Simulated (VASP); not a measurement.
Runs of VASP 6.6.1 on Ge. The structure is that of space group Im-3m (No. 229), or close to it. The cells are those of the table. 

| cell | k mesh | gap on the mesh (eV) | pressure (GPa) |
| --- | --- | --- | --- |
| a = 2.899 Å, angles 109.5°, 1 atom | 13 × 13 × 13 | none | -0.2 |
| a = 2.820 Å, angles 109.5°, 1 atom | 15 × 15 × 15 | none | 6.1 |
| a = 2.899 Å, angles 109.5°, 1 atom | 22 × 22 × 22 | none | (b) |
| a = 2.860 Å, angles 109.5°, 1 atom | 15 × 15 × 15 | none | (a) |
| a = 2.899 Å, angles 109.5°, 1 atom | 7 × 7 × 7 | none | 0.3 |

Alike in all rows: task single point; level r2SCAN; potentials or basis VASP PAW PBE potentials, release 64 (Ge_d); no spin polarisation; cutoff (eV) 520; smearing fermi-dirac 0.1 eV.

Question: Fill in the values left out.

Answer: (a) 2.3; (b) -0.5.

Caveats: some runs use coarse meshes; the PAW data sets were made with another functional, which shifts forces and pressure a little.

A k mesh can miss the band edges, and the runs leave out spin-orbit coupling on Ge.

A gap of «none» marks levels without a gap at the run's occupations.
